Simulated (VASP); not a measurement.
# CaO (P1) in VASP: single point with PBE

Aim: the single point of CaO with PBE.

All numbers are computed with VASP 6.6.1; they aren't measurements. Logs are shortened: lines on timing, memory, paths and dates and some standing lists are left out, and cuts for length are marked.

## (1) The cell of the first run

The typed cell holds 8 atoms: a = 4.831 Å, b = 4.831 Å, c = 4.831 Å, α = 90.00°, β = 90.00°, γ = 90.00°.

## (2) Single point, PBE (atoms moved at random)

INCAR reads:

```
SYSTEM = CaO
PREC = Accurate
ENCUT = 520
EDIFF = 1E-6
ISMEAR = 0
SIGMA = 0.05
LREAL = .False.
LASPH = .True.
NELM = 100
ALGO = Normal
ISIF = 2
LWAVE = .False.
LCHARG = .False.
GGA = PE
NBANDS = 42
```

KPOINTS reads:

```
Automatic mesh
0
Gamma
  6 6 6
  0 0 0
```

POSCAR reads:

```
CaO
1.0
    4.8309190713      0.0000000000      0.0000000000
    0.0000000000     -4.8309190713      0.0000000000
    0.0000000000      0.0000000000     -4.8309190713
Ca O
4 4
Direct
    0.0185231728      0.9989371546      1.0220698704
    0.4983053012      0.5236255302      0.9434621198
    0.5460760126      1.0034853341      0.4894935788
   -0.0072144458      0.4877202488      0.5193370792
    0.5000255113     -0.0325221991     -0.0031838239
   -0.0356404708      0.4925232560     -0.0077369822
   -0.0147001296     -0.0047818186      0.5711452463
    0.4946250483      0.5310124940      0.4654129117
```

Potentials or basis: VASP PAW PBE potentials, release 64 (Ca_sv, O).

The run is started by

```console
$ cat potpaw_PBE.64/Ca_sv/POTCAR potpaw_PBE.64/O/POTCAR > POTCAR
$ mpirun -np 1 vasp_std > vasp.out
```

OUTCAR:

```text
SYSTEM = CaO
   PREC = Accurate
   ENCUT = 520
   EDIFF = 1E-6
   ISMEAR = 0
   LREAL = .False.
   LASPH = .True.
   NELM = 100
   ISIF = 2
   GGA = PE

 ion  position               nearest neighbor table
   1  0.019  0.999  0.022-   7 2.18   5 2.33   6 2.40   6 2.46   5 2.51
   2  0.498  0.524  0.943-   5 2.16   6 2.27   8 2.31   8 2.52   4 3.15
   3  0.546  0.003  0.489-   7 2.16   8 2.30   5 2.40   5 2.47   8 2.56
   4  0.993  0.488  0.519-   6 2.29   7 2.39   8 2.43   8 2.45   7 2.46   6 2.55   2 3.15
   5  0.500  0.967  0.997-   2 2.16   1 2.33   3 2.40   3 2.47   1 2.51
   6  0.964  0.493  0.992-   2 2.27   4 2.29   1 2.40   1 2.46   4 2.55
   7  0.985  0.995  0.571-   3 2.16   1 2.18   4 2.39   4 2.46
   8  0.495  0.531  0.465-   3 2.30   2 2.31   4 2.43   4 2.45   2 2.52   3 2.56

  LATTYP: Found a simple cubic cell.
 ALAT       =     4.8309190713

  Lattice vectors:

 A1 = (   4.8309190713,   0.0000000000,   0.0000000000)
 A2 = (   0.0000000000,  -4.8309190713,   0.0000000000)
 A3 = (   0.0000000000,   0.0000000000,  -4.8309190713)

Analysis of symmetry for initial positions (statically):
=====================================================================
 Subroutine PRICEL returns:
 Original cell was already a primitive cell.

 Routine SETGRP: Setting up the symmetry group for a
 simple cubic supercell.

 Subroutine GETGRP returns: Found  1 space group operations
 (whereof  1 operations were pure point group operations)
 out of a pool of 48 trial point group operations.

The static configuration has the point symmetry C_1 .

Analysis of symmetry for dynamics (positions and initial velocities):
=====================================================================
 Subroutine PRICEL returns:
 Original cell was already a primitive cell.

 Routine SETGRP: Setting up the symmetry group for a
 simple cubic supercell.

 Subroutine GETGRP returns: Found  1 space group operations
 (whereof  1 operations were pure point group operations)
 out of a pool of 48 trial point group operations.

The dynamic configuration has the point symmetry C_1 .

 Subroutine INISYM returns: Found  1 space group operations
 (whereof  1 operations are pure point group operations),
 and found     1 'primitive' translations

----------------------------------------------------------------------------------------

                                     Primitive cell

  volume of cell :     112.7429

  direct lattice vectors                    reciprocal lattice vectors
     4.830919071  0.000000000  0.000000000     0.206999949  0.000000000  0.000000000
     0.000000000 -4.830919071  0.000000000     0.000000000 -0.206999949  0.000000000
     0.000000000  0.000000000 -4.830919071     0.000000000  0.000000000 -0.206999949

  length of vectors
     4.830919071  4.830919071  4.830919071     0.206999949  0.206999949  0.206999949

  position of ions in fractional coordinates (direct lattice)
     0.018523173  0.998937155  0.022069870
     0.498305301  0.523625530  0.943462120
     0.546076013  0.003485334  0.489493579
     0.992785554  0.487720249  0.519337079
     0.500025511  0.967477801  0.996816176
     0.964359529  0.492523256  0.992263018
     0.985299870  0.995218181  0.571145246
     0.494625048  0.531012494  0.465412912

  ion indices of the primitive-cell ions
   primitive index   ion index
                 1           1
                 2           2
                 3           3
                 4           4
                 5           5
                 6           6
                 7           7
                 8           8

----------------------------------------------------------------------------------------

 KPOINTS: Automatic mesh

Automatic generation of k-mesh.
 Grid dimensions read from file:
 generate k-points for:    6    6    6

 Generating k-lattice:

  Cartesian coordinates                     Fractional coordinates (reciprocal lattice)
     0.034499991  0.000000000  0.000000000     0.166666667  0.000000000  0.000000000
     0.000000000 -0.034499991  0.000000000     0.000000000  0.166666667  0.000000000
     0.000000000  0.000000000 -0.034499991     0.000000000  0.000000000  0.166666667

  Length of vectors
     0.034499991  0.034499991  0.034499991

  Shift w.r.t. Gamma in fractional coordinates (k-lattice)
     0.000000000  0.000000000  0.000000000

 Subroutine IBZKPT returns following result:
 ===========================================

 Found    112 irreducible k-points:

 Following reciprocal coordinates:
            Coordinates               Weight
  0.000000  0.000000  0.000000      1.000000
  0.166667  0.000000  0.000000      2.000000
  0.000000  0.166667  0.000000      2.000000
  0.000000  0.000000  0.166667      2.000000
  0.333333  0.000000  0.000000      2.000000
  0.000000  0.333333  0.000000      2.000000
[... 16 lines left out ...]
  0.000000 -0.333333  0.166667      2.000000
 -0.166667  0.000000  0.333333      2.000000
 [... further k-points ...]
   k-points           NKPTS =    112   k-points in BZ     NKDIM =    112   number of bands    NBANDS=     42
   number of dos      NEDOS =    301   number of ions     NIONS =      8
   total plane-waves  NPLWV =  46656
   dimension x,y,z NGX =    36 NGY =   36 NGZ =   36
   dimension x,y,z NGXF=    72 NGYF=   72 NGZF=   72
   ions per type =               4   4
   NGX,Y,Z   is equivalent  to a cutoff of  12.39, 12.39, 12.39 a.u.
   NGXF,Y,Z  is equivalent  to a cutoff of  24.78, 24.78, 24.78 a.u.
 SYSTEM =  CaO
   PREC   = accura    normal or accurate (medium, high low for compatibility)
   ISTART =      0    job   : 0-new  1-cont  2-samecut
   ICHARG =      2    charge: 1-file 2-atom 10-const
   ISPIN  =      1    spin polarized calculation?
   LNONCOLLINEAR =      F non collinear calculations
   LSORBIT =      F    spin-orbit coupling
   LASPH  =      T    aspherical Exc in radial PAW
   ENCUT  =  520.0 eV  38.22 Ry    6.18 a.u.   8.98  8.98  8.98*2*pi/ulx,y,z
   NELM   =    100;   NELMIN=  2; NELMDL= -5     # of ELM steps
   EDIFF  = 0.1E-05   stopping-criterion for ELM
   LREAL  =      F    real-space projection
[... 7 lines left out ...]
   TEBEG  =    0.0;   TEEND  =   0.0 temperature during run
   PSTRESS=    0.0 pullay stress
   NELECT =      64.0000    total number of electrons
   NUPDOWN=      -1.0000    fix difference up-down
   EMIN   =  10.00;   EMAX   =-10.00  energy-range for DOS
   EFERMI =   0.00;   METHOD = LEGACY
   ISMEAR =     0;   SIGMA  =   0.05  broadening in eV -4-tet -1-fermi 0-gaus
   EFERMI_NEDOS =   21; number of points for ismear=-14 and -15
   IALGO  =     38    algorithm
   IMIX   =      4    mixing-type and parameters
     AMIX     =   0.40;   BMIX     =  1.00
     AMIX_MAG =   1.60;   BMIX_MAG =  1.00
  volume/ion in A,a.u.               =      14.09        95.10
  Fermi-wavevector in a.u.,A,eV,Ry     =   1.355517  2.561556 24.999714  1.837427
  Thomas-Fermi vector in A             =   2.482598
   LORBIT       =      0    0 simple, 1 ext, 2 COOP (PROOUT), +10 PAW based schemes
   GGA     = PE    functional components
   LHFCALC =     F    Hartree Fock is set to
   AEXX    =    0.0000 exact exchange contribution
   IVDW    =     0    specifies the selected vdW correction
   LEPSILON=     F    determine dielectric tensor
   LRPA    =     F    only Hartree local field effects (RPA)
 non-spin polarized calculation
 Gauss-broadening in eV      SIGMA  =   0.05
  energy-cutoff  :      520.00
  volume of cell :      112.74
 maximum number of plane-waves:      3068
   NGX = 17   NGY = 17   NGZ = 17

 number of electron      64.0000014 magnetization

 Free energy of the ion-electron system (eV)
  ---------------------------------------------------
  ext. energy  EPLUGINS =         0.00000000
  ---------------------------------------------------
  free energy    TOTEN  =       -50.12022481 eV

  energy without entropy =      -50.12022481  energy(sigma->0) =      -50.12022481

 E-fermi :   2.5038     XC(G=0): -10.3762

 val. band max:        2.2676321323   @ k =   0.0000   0.0000   0.0000
 cond. band min:       6.0390445667   @ k =   0.0000   0.0000   0.0000
 fundamental gap:      3.7714124344
 Fermi energy:         2.5038485179

 k-point     1 :       0.0000    0.0000    0.0000
  band No.  band energies     occupation
      1     -35.5529      2.00000
      2     -35.3590      2.00000
      3     -35.2958      2.00000
      4     -35.1132      2.00000
      5     -16.9504      2.00000
      6     -16.8834      2.00000
[... 34 lines left out ...]
     41       9.9611      0.00000
     42      10.0404      0.00000

 k-point     2 :       0.1667    0.0000    0.0000
  band No.  band energies     occupation
      1     -35.5497      2.00000
      2     -35.3560      2.00000
      3     -35.3001      2.00000
      4     -35.1143      2.00000
      5     -16.9606      2.00000
      6     -16.8686      2.00000
[... 34 lines left out ...]
     41      10.0395      0.00000
     42      10.1085      0.00000

 k-point     3 :       0.0000    0.1667    0.0000
  band No.  band energies     occupation
      1     -35.5491      2.00000
      2     -35.3609      2.00000
      3     -35.2955      2.00000
      4     -35.1147      2.00000
      5     -16.9711      2.00000
      6     -16.8784      2.00000
[... 34 lines left out ...]
     41       9.9753      0.00000
     42      10.1188      0.00000

 k-point     4 :       0.0000    0.0000    0.1667
  band No.  band energies     occupation
      1     -35.5501      2.00000
      2     -35.3559      2.00000
      3     -35.3001      2.00000
      4     -35.1140      2.00000
      5     -16.9549      2.00000
      6     -16.8781      2.00000
[... 844 lines left out ...]
     41       9.9736      0.00000
     42      10.1791      0.00000

 k-point    23 :       0.0000   -0.3333    0.1667
  band No.  band energies     occupation
      1     -35.5399      2.00000
      2     -35.3607      2.00000
      3     -35.2994      2.00000
      4     -35.1181      2.00000
      5     -17.0825      2.00000
      6     -16.8755      2.00000
[... 34 lines left out ...]
     41       9.6852      0.00000
     42       9.7519      0.00000

 k-point    24 :      -0.1667    0.0000    0.3333
  band No.  band energies     occupation
      1     -35.5422      2.00000
      2     -35.3446      2.00000
      3     -35.3145      2.00000
      4     -35.1166      2.00000
      5     -17.0307      2.00000
      6     -16.9084      2.00000
[... 34 lines left out ...]
     41       9.8956      0.00000
     42      10.1932      0.00000

 [... further k-points ...]

------------------------ aborting loop because EDIFF is reached ----------------------------------------

  FORCE on cell =-STRESS in cart. coord.  units (eV):
  Direction    XX          YY          ZZ          XY          YZ          ZX
  --------------------------------------------------------------------------------------
  -------------------------------------------------------------------------------------
  Total        3.2140304      2.3061313      2.0977835      0.1283028      0.2917538      0.5361926
  in kB       45.6742348     32.7721803     29.8113725      1.8232972      4.1460816      7.6197737
  external PRESSURE =      36.0859292 kB  Pullay stress =       0.0000000 kB

 VOLUME and BASIS-vectors are now :
 -----------------------------------------------------------------------------
  energy-cutoff  :      520.00
  volume of cell :      112.74
      direct lattice vectors                 reciprocal lattice vectors
     4.830919071  0.000000000  0.000000000     0.206999949  0.000000000  0.000000000
     0.000000000 -4.830919071  0.000000000     0.000000000 -0.206999949  0.000000000
     0.000000000  0.000000000 -4.830919071     0.000000000  0.000000000 -0.206999949

 POSITION                                       TOTAL-FORCE (eV/Angst)
 -----------------------------------------------------------------------------------
      0.08948     -4.82578     -0.10662        -0.303206      0.143497     -0.041805
      2.40727     -2.52959     -4.55779        -0.209126      0.962290     -1.568427
      2.63805     -0.01684     -2.36470        -1.720171      0.007795      0.043998
      4.79607     -2.35614     -2.50888         0.419935     -0.525242      0.827031
      2.41558     -4.67381     -4.81554         0.043707     -1.369818     -0.078489
      4.65874     -2.37934     -4.79354         0.891530      0.096902     -0.383344
      4.75990     -4.80782     -2.75916         0.891065     -0.201112      1.588733
      2.38949     -2.56528     -2.24837        -0.013734      0.885689     -0.387697
 -----------------------------------------------------------------------------------
    total drift:                               -0.000023     -0.000483     -0.000144

  FREE ENERGIE OF THE ION-ELECTRON SYSTEM (eV)
  ---------------------------------------------------
  free  energy   TOTEN  =       -50.1202248072 eV

  energy  without entropy=      -50.1202248072  energy(sigma->0) =      -50.12022481
```

It took 7 min on 1 thread of Intel Xeon Platinum 8488C (Sapphire Rapids), shared host; peak memory 0.48 GiB.

Results:

```
Free energy            : -50.1202 eV
Pressure               : 3.6 GPa
Largest force          : 1.852 eV/Å
Band gap on the k mesh : 3.77 eV
```

Forces on the atoms (eV/Å):
```
Ca  -0.303  0.143 -0.042
Ca  -0.209  0.962 -1.568
Ca  -1.720  0.008  0.044
Ca   0.420 -0.525  0.827
O    0.044 -1.370 -0.078
O    0.892  0.097 -0.383
O    0.891 -0.201  1.589
O   -0.014  0.886 -0.388
```

Caveat: the cell differs from its parent crystal (atoms moved at random); the cell stands under pressure; forces of over 1 eV/Å act on the atoms, so gaps and moduli don't describe the material at rest. A k mesh can miss the band edges.
